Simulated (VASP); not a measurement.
# Ge (Fd-3m) in VASP: a series of runs, part 2 of 3

VASP 6.6.1. The steps go on from the part before.

### Step 3. Relaxation of cell and atoms, BLYP

This run uses another cell than the first one, of 22.63 Å³/atom, 0.884 times its volume.

INCAR reads:

```
SYSTEM = Ge
PREC = Accurate ; ENCUT = 600
EDIFF = 1E-6 ; ISMEAR = -1
SIGMA = 0.05 ; LREAL = .FALSE.
LASPH = .TRUE. ; NELM = 80
ALGO = Normal ; ISIF = 3
LWAVE = .FALSE. ; LCHARG = .FALSE.
GGA = B5 ; ALDAX = 1.0
AGGAX = 1.0 ; AGGAC = 1.0
ALDAC = 0.0 ; IBRION = 2
NSW = 80 ; EDIFFG = -0.01
```

KPOINTS reads:

```
Automatic mesh
0
G
  5 5 5
  0 0 0
```

POSCAR reads:

```
Ge
1.0
    0.0000000000      2.8286800000      2.8286800000
    2.8286800000      0.0000000000      2.8286800000
    2.8286800000      2.8286800000      0.0000000000
Ge
2
Direct
    0.5000000000      0.5000000000      0.5000000000
    0.7500000000      0.7500000000      0.7500000000
```

Potentials or basis: VASP PAW PBE potentials, release 64 (Ge_d).

Started as:

```bash
cat potpaw_PBE.64/Ge_d/POTCAR > POTCAR
mpirun -np 1 vasp_std > vasp.out
```

OUTCAR:

```text
SYSTEM = Ge
   PREC = Accurate
   ENCUT = 600
   EDIFF = 1E-6
   ISMEAR = -1
   LREAL = .FALSE.
   LASPH = .TRUE.
   NELM = 80
   ISIF = 3
   GGA = B5
   IBRION = 2
   NSW = 80
   EDIFFG = -0.01

 ion  position               nearest neighbor table
   1  0.500  0.500  0.500-   2 2.45   2 2.45   2 2.45   2 2.45
   2  0.750  0.750  0.750-   1 2.45   1 2.45   1 2.45   1 2.45

  LATTYP: Found a face centered cubic cell.
 ALAT       =     5.6573600000

  Lattice vectors:

 A1 = (   0.0000000000,   2.8286800000,   2.8286800000)
 A2 = (   2.8286800000,   0.0000000000,   2.8286800000)
 A3 = (   2.8286800000,   2.8286800000,   0.0000000000)

Analysis of symmetry for initial positions (statically):
=====================================================================
 Subroutine PRICEL returns:
 Original cell was already a primitive cell.

 Routine SETGRP: Setting up the symmetry group for a
 face centered cubic supercell.

 Subroutine GETGRP returns: Found 48 space group operations
 (whereof 24 operations were pure point group operations)
 out of a pool of 48 trial point group operations.

The static configuration has the point symmetry T_d .
 The point group associated with its full space group is O_h .

Analysis of symmetry for dynamics (positions and initial velocities):
=====================================================================
 Subroutine PRICEL returns:
 Original cell was already a primitive cell.

 Routine SETGRP: Setting up the symmetry group for a
 face centered cubic supercell.

 Subroutine GETGRP returns: Found 48 space group operations
 (whereof 24 operations were pure point group operations)
 out of a pool of 48 trial point group operations.

The dynamic configuration has the point symmetry T_d .
 The point group associated with its full space group is O_h .

 Subroutine INISYM returns: Found 48 space group operations
 (whereof 24 operations are pure point group operations),
 and found     1 'primitive' translations

----------------------------------------------------------------------------------------

                                     Primitive cell

  volume of cell :      45.2670

  direct lattice vectors                    reciprocal lattice vectors
     0.000000000  2.828680000  2.828680000    -0.176760892  0.176760892  0.176760892
     2.828680000  0.000000000  2.828680000     0.176760892 -0.176760892  0.176760892
     2.828680000  2.828680000  0.000000000     0.176760892  0.176760892 -0.176760892

  length of vectors
     4.000357620  4.000357620  4.000357620     0.306158846  0.306158846  0.306158846

  position of ions in fractional coordinates (direct lattice)
     0.500000000  0.500000000  0.500000000
     0.750000000  0.750000000  0.750000000

  ion indices of the primitive-cell ions
   primitive index   ion index
                 1           1
                 2           2

----------------------------------------------------------------------------------------

 KPOINTS: Automatic mesh

Automatic generation of k-mesh.
 Grid dimensions read from file:
 generate k-points for:    5    5    5

 Generating k-lattice:

  Cartesian coordinates                     Fractional coordinates (reciprocal lattice)
    -0.035352178  0.035352178  0.035352178     0.200000000  0.000000000  0.000000000
     0.035352178 -0.035352178  0.035352178     0.000000000  0.200000000  0.000000000
     0.035352178  0.035352178 -0.035352178     0.000000000  0.000000000  0.200000000

  Length of vectors
     0.061231769  0.061231769  0.061231769

  Shift w.r.t. Gamma in fractional coordinates (k-lattice)
     0.000000000  0.000000000  0.000000000

 Subroutine IBZKPT returns following result:
 ===========================================

 Found     10 irreducible k-points:

 Following reciprocal coordinates:
            Coordinates               Weight
  0.000000  0.000000  0.000000      1.000000
  0.200000  0.000000  0.000000      8.000000
  0.400000  0.000000  0.000000      8.000000
  0.200000  0.200000  0.000000      6.000000
  0.400000  0.200000  0.000000     24.000000
 -0.400000  0.200000  0.000000     24.000000
 -0.200000  0.200000  0.000000     12.000000
  0.400000  0.400000  0.000000      6.000000
 -0.400000  0.400000  0.000000     12.000000
 -0.400000  0.400000  0.200000     24.000000
   k-points           NKPTS =     10   k-points in BZ     NKDIM =     10   number of bands    NBANDS=     18
   number of dos      NEDOS =    301   number of ions     NIONS =      2
   total plane-waves  NPLWV =  32768
   dimension x,y,z NGX =    32 NGY =   32 NGZ =   32
   dimension x,y,z NGXF=    64 NGYF=   64 NGZF=   64
   ions per type =               2
   NGX,Y,Z   is equivalent  to a cutoff of  13.30, 13.30, 13.30 a.u.
   NGXF,Y,Z  is equivalent  to a cutoff of  26.60, 26.60, 26.60 a.u.
 SYSTEM =  Ge
   PREC   = accura    normal or accurate (medium, high low for compatibility)
   ISTART =      0    job   : 0-new  1-cont  2-samecut
   ICHARG =      2    charge: 1-file 2-atom 10-const
   ISPIN  =      1    spin polarized calculation?
   LNONCOLLINEAR =      F non collinear calculations
   LSORBIT =      F    spin-orbit coupling
   LASPH  =      T    aspherical Exc in radial PAW
   ENCUT  =  600.0 eV  44.10 Ry    6.64 a.u.   7.99  7.99  7.99*2*pi/ulx,y,z
   NELM   =     80;   NELMIN=  2; NELMDL= -5     # of ELM steps
   EDIFF  = 0.1E-05   stopping-criterion for ELM
   LREAL  =      F    real-space projection
   EDIFFG = -.1E-01   stopping-criterion for IOM
   NSW    =     80    number of steps for IOM
   IBRION =      2    ionic relax: 0-MD 1-quasi-New 2-CG
   NFREE  =      1    steps in history (QN), initial steepest desc. (CG)
   ISIF   =      3    stress and relaxation
   ISYM   =      2    0-nonsym 1-usesym 2-fastsym
   POTIM  = 0.5000    time-step for ionic-motion
   TEBEG  =    0.0;   TEEND  =   0.0 temperature during run
   PSTRESS=    0.0 pullay stress
   NELECT =      28.0000    total number of electrons
   NUPDOWN=      -1.0000    fix difference up-down
   EMIN   =  10.00;   EMAX   =-10.00  energy-range for DOS
   EFERMI =   0.00;   METHOD = LEGACY
   ISMEAR =    -1;   SIGMA  =   0.05  broadening in eV -4-tet -1-fermi 0-gaus
   EFERMI_NEDOS =   21; number of points for ismear=-14 and -15
   IALGO  =     38    algorithm
   IMIX   =      4    mixing-type and parameters
     AMIX     =   0.40;   BMIX     =  1.00
     AMIX_MAG =   1.60;   BMIX_MAG =  1.00
  volume/ion in A,a.u.               =      22.63       152.74
  Fermi-wavevector in a.u.,A,eV,Ry     =   1.394870  2.635922 26.472338  1.945662
  Thomas-Fermi vector in A             =   2.518377
   LORBIT       =      0    0 simple, 1 ext, 2 COOP (PROOUT), +10 PAW based schemes
   GGA     = B5    functional components
   LHFCALC =     F    Hartree Fock is set to
   AEXX    =    0.0000 exact exchange contribution
   IVDW    =     0    specifies the selected vdW correction
   LEPSILON=     F    determine dielectric tensor
   LRPA    =     F    only Hartree local field effects (RPA)
 conjugate gradient relaxation of ions
 non-spin polarized calculation
  energy-cutoff  :      600.00
  volume of cell :       45.27
 maximum number of plane-waves:      1524
   NGX = 15   NGY = 15   NGZ = 15

--------------------------------------- Ionic step        1  -------------------------------------------

 number of electron      28.0000013 magnetization

 Free energy of the ion-electron system (eV)
  ---------------------------------------------------
  ext. energy  EPLUGINS =         0.00000000
  ---------------------------------------------------
  free energy    TOTEN  =        -7.46629130 eV

  energy without entropy =       -7.46418726  energy(sigma->0) =       -7.46523928

 E-fermi :   5.4662     XC(G=0):  -9.3456

 val. band max:        5.4382283410   @ k =   0.0000   0.0000   0.0000
 cond. band min:       5.6803652570   @ k =   0.4000   0.0000   0.0000
 fundamental gap:      0.2421369159
 Fermi energy:         5.4661619682

 k-point     1 :       0.0000    0.0000    0.0000
  band No.  band energies     occupation
      1     -19.3552      2.00000
      2     -19.3552      2.00000
      3     -19.3552      2.00000
      4     -19.3175      2.00000
      5     -19.3175      2.00000
      6     -19.1055      2.00000
[... 10 lines left out ...]
     17       8.0084      0.00000
     18       8.0084      0.00000
[... 400 lines left out ...]
  energy  without entropy=       -7.5955987833  energy(sigma->0) =       -7.59755103

--------------------------------------- Ionic step        7  -------------------------------------------

 number of electron      27.9999980 magnetization

 Free energy of the ion-electron system (eV)
  ---------------------------------------------------
  ext. energy  EPLUGINS =         0.00000000
  ---------------------------------------------------
  free energy    TOTEN  =        -7.59950785 eV

  energy without entropy =       -7.59560387  energy(sigma->0) =       -7.59755586

 E-fermi :   4.1224     XC(G=0):  -8.7944

 val. band max:        3.7187264457   @ k =   0.2000   0.0000   0.0000
 cond. band min:       4.1805648074   @ k =   0.4000   0.0000   0.0000
 fundamental gap:      0.4618383617
 Fermi energy:         4.1223565355

 k-point     1 :       0.0000    0.0000    0.0000
  band No.  band energies     occupation
      1     -20.3552      2.00000
      2     -20.3552      2.00000
      3     -20.3552      2.00000
      4     -20.3261      2.00000
      5     -20.3261      2.00000
      6     -20.1728      2.00000
[... 10 lines left out ...]
     17       6.7893      0.00000
     18       6.7893      0.00000
[... 216 lines left out ...]
  FREE ENERGIE OF THE ION-ELECTRON SYSTEM (eV)
  ---------------------------------------------------
  free  energy   TOTEN  =        -7.5995078465 eV

  energy  without entropy=       -7.5956038656  energy(sigma->0) =       -7.59755586

 reached required accuracy - stopping structural energy minimisation
```

CONTCAR:

```text
Ge
   1.00000000000000
    -0.0000000000000000    2.9478096920326351    2.9478096920326351
     2.9478096920326351   -0.0000000000000000    2.9478096920326351
     2.9478096920326351    2.9478096920326351    0.0000000000000000
  Ge
     2
Direct
     0.5000000000000000    0.5000000000000000    0.5000000000000000
     0.7500000000000000    0.7500000000000000    0.7500000000000000

  0.00000000E+00  0.00000000E+00  0.00000000E+00
  0.00000000E+00  0.00000000E+00  0.00000000E+00
```

It took 52 s on 1 thread of Intel Xeon 6975P-C (Granite Rapids), shared host; peak memory 0.17 GiB.

Results:

| Item | Value |
| --- | --- |
| Free energy | -7.5995 eV |
| Relaxed volume | 25.62 Å³/atom |
| Relaxed cell | a = 4.169 Å, b = 4.169 Å, c = 4.169 Å, α = 60.00°, β = 60.00°, γ = 60.00° |
| Space group after relaxing (to 0.05 Å) | Fd-3m (No. 227) |
| Energy gained by relaxing | 66.6 meV/atom |
| Ionic steps | 7 |
| Pressure after relaxing | 0.0 GPa |
| Band gap on the k mesh | zero (band 14 reaches 4.29 eV, above the bottom of band 15 at 4.18 eV) |

The path:
```
step  energy change (eV)  largest force (eV/Å)  pressure (GPa)  volume (Å³)
   1              0.0000                0.0000            7.83        45.27
   2             -0.1274                0.0000           -1.29        52.91
   3             -0.1333                0.0000           -0.18        51.34
   4             -0.1332                0.0000            0.39        51.18
   5             -0.1332                0.0000            0.18        51.21
   6             -0.1332                0.0000            0.16        51.23
   7             -0.1332                0.0000            0.04        51.23
```

Final structure:
```yaml
crystal:
  lattice:
    - [0.00000, 2.94781, 2.94781]
    - [2.94781, 0.00000, 2.94781]
    - [2.94781, 2.94781, 0.00000]
  atoms:
    - { symbol: Ge, position: [0.50000, 0.50000, 0.50000] }
    - { symbol: Ge, position: [0.75000, 0.75000, 0.75000] }
```

Caveat: the k points lie up to 0.37 Å⁻¹ apart in the final cell; the PAW data sets were made with another functional, which shifts forces and pressure a little; the volume moved by +13 % from the deposited cell, more than functionals usually miss. BLYP gives volumes clearly too large for solids.

### Step 4. Single point, BLYP (volume scaled by 0.88)

INCAR reads:

```
AGGAC    = 1.0          
AGGAX    = 1.0          
ALDAC    = 0.0          
ALDAX    = 1.0          
ALGO     = Normal         # electronic algorithm
EDIFF    = 1E-6           # SCF threshold, eV
ENCUT    = 520            # plane-wave cutoff, eV
GGA      = B5             # functional
ISIF     = 2              # what is computed and relaxed
ISMEAR   = -1             # smearing method
LASPH    = True           # aspherical terms in the spheres
LCHARG   = False          # write CHGCAR
LREAL    = False          # projectors in reciprocal space
LWAVE    = False          # write WAVECAR
NBANDS   = 21             # bands
NELM     = 80             # most SCF steps
PREC     = Accurate       # precision mode
SIGMA    = 0.05           # smearing width, eV
```

KPOINTS reads:

```
k-points
0
Gamma
  9 9 9
```

POSCAR reads:

```
Ge
1.0
    0.0000000000      2.8239819209      2.8239819209
    2.8239819209      0.0000000000      2.8239819209
    2.8239819209      2.8239819209      0.0000000000
Ge
2
Direct
    0.5000000000      0.5000000000      0.5000000000
    0.7500000000      0.7500000000      0.7500000000
```

Started as:

```bash
cat potpaw_PBE.64/Ge_d/POTCAR > POTCAR
mpirun -np 1 vasp_std > vasp.out
```

Wall time 17 s (1 thread of Intel Xeon 6975P-C (Granite Rapids), shared host); peak memory 0.17 GiB.

The run converged. Its results:

```
Free energy            : -7.5468 eV
Pressure               : 8.0 GPa
Band gap on the k mesh : zero (filled and empty bands touch)
```

Levels at points of the mesh, in eV from the Fermi level:
```csv
k point,band 10,band 11,band 12,band 13,band 14,band 15,band 16,band 17,band 18,band 19
"(0.00, 0.00, 0.00)",-24.57,-12.84,-0.16,-0.03,-0.03,-0.03,2.55,2.55,2.55,6.70
```

Caveat: the cell differs from its parent crystal (volume scaled by 0.88); the PAW data sets were made with another functional, which shifts forces and pressure a little.

### Step 5. Single point, BLYP (volume scaled by 0.92)

INCAR reads:

```
SYSTEM = Ge
PREC = Accurate ; ENCUT = 520
EDIFF = 1E-6 ; ISMEAR = -1
SIGMA = 0.05 ; LREAL = .FALSE.
LASPH = .TRUE. ; NELM = 80
ALGO = Normal ; ISIF = 2
LWAVE = .FALSE. ; LCHARG = .FALSE.
GGA = B5 ; ALDAX = 1.0
AGGAX = 1.0 ; AGGAC = 1.0
ALDAC = 0.0 ; NBANDS = 21
```

KPOINTS reads:

```
Automatic mesh
0
G
  9 9 9
  0 0 0
```

POSCAR reads:

```
Ge
1.0
    0.0000000000      2.8661371197      2.8661371197
    2.8661371197      0.0000000000      2.8661371197
    2.8661371197      2.8661371197      0.0000000000
Ge
2
Direct
    0.5000000000      0.5000000000      0.5000000000
    0.7500000000      0.7500000000      0.7500000000
```

Started as:

```bash
cat potpaw_PBE.64/Ge_d/POTCAR > POTCAR
mpirun -np 1 vasp_std > vasp.out
```

Run time: 17 s. Hardware: 1 thread of Intel Xeon 6975P-C (Granite Rapids), shared host; peak memory 0.17 GiB.

Results (log left out):

| Property | Result |
| --- | --- |
| Free energy | -7.6268 eV |
| Pressure | 4.6 GPa |
| Band gap on the k mesh | zero (filled and empty bands touch) |

Levels at points of the mesh, in eV from the Fermi level:
```csv
k point,band 10,band 11,band 12,band 13,band 14,band 15,band 16,band 17,band 18,band 19
"(0.00, 0.00, 0.00)",-24.48,-12.47,-0.51,0.02,0.02,0.02,2.58,2.58,2.58,6.64
```

Caveat: the cell differs from its parent crystal (volume scaled by 0.92); the PAW data sets were made with another functional, which shifts forces and pressure a little.

[end of part 2 of 3]
